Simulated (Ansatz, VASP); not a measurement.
## CaO: VASP beside Ansatz

```
Ca O
1.0
     0.00000    2.39755    2.39755
     2.39755    0.00000    2.39755
     2.39755    2.39755    0.00000
Ca O
1 1
Direct
  0.00000 0.00000 0.00000
  0.50000 0.50000 0.50000
```

Alike in both runs: task single point; functional HSE06; k mesh 6 × 6 × 6; no spin polarisation.

|  | VASP | Ansatz |
| --- | --- | --- |
| version | VASP 6.6.1 | Ansatz 0.2.0 |
| potentials or method | VASP PAW PBE potentials, release 64 (Ca_sv, O) | plane waves, PAW |
| plane-wave cutoff (eV) | 520 | 420 |
| occupations | gaussian, width 0.01 eV | fixed |
| valence electrons in the cell | 16 | 16 |

|  | VASP | Ansatz | Ansatz less VASP |
| --- | --- | --- | --- |
| gap on the k mesh at the Fermi level (eV) | 5.29 | 5.31 | +0.018 |
| pressure (GPa) | 1.0 | 0.2 | -0.74 |

Ansatz's warnings: stress exchange threshold loose, stress scf threshold loose.
